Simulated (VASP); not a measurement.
**Ti: electric field gradients with LDA**

Ti:

```
Ti
1.0
     0.00000    2.03000    1.98940
     2.03000    0.00000    1.98940
     2.03000    2.03000    0.00000
Ti
1
Direct
  0.00000 0.00000 0.00000
```

This cell differs from its parent crystal: zz strain of -2 %.

```
Program                : VASP 6.6.1
Task                   : electric field gradients
Functional             : LDA
Potentials or basis    : VASP PAW LDA potentials, release 64 (Ti_sv)
Cutoff                 : 400 eV
k mesh                 : 15 × 15 × 15
Occupations            : fermi-dirac, width 0.05 eV
Spin                   : no spin polarisation
Dipole correction      : no
Further INCAR settings : ALGO = Normal; EDIFF = 1e-08; NBANDS = 12
```

```yaml
Pressure: -3.5 GPa
Band_gap_on_the_k_mesh: zero (bands 6 and 7 overlap by 1.15 eV)
Largest_electric_field_gradient_by_atom: Ti +1.1 V/Å²
```

Stress tensor (GPa, compression positive):
```
-3.81  0.00  0.00
 0.00 -3.81  0.00
 0.00  0.00 -2.98
```

Levels at points of the mesh, in eV from the Fermi level:
```tsv
k point	band 3	band 4	band 5	band 6	band 7	band 8	band 9	band 10
(0.00, 0.00, 0.00)	-32.09	-32.08	-6.12	0.82	0.82	0.99	2.51	2.71
```

Electric field gradients, principal values (V/Å²):
```tsv
atom	least	middle	greatest (by size)
1 Ti	-0.569	-0.569	1.137
```

Wall time 67 s on 1 thread of AMD EPYC 7R43 64-Core Processor (Zen 3), on a shared host, peak memory 0.11 GiB.

Caveat: the cell differs from its parent crystal (zz strain of -2 %); the cell stands under tension; without QUAD_EFG the Cq values of the log hold for a quadrupole moment of 1 mb, not for the nuclei.
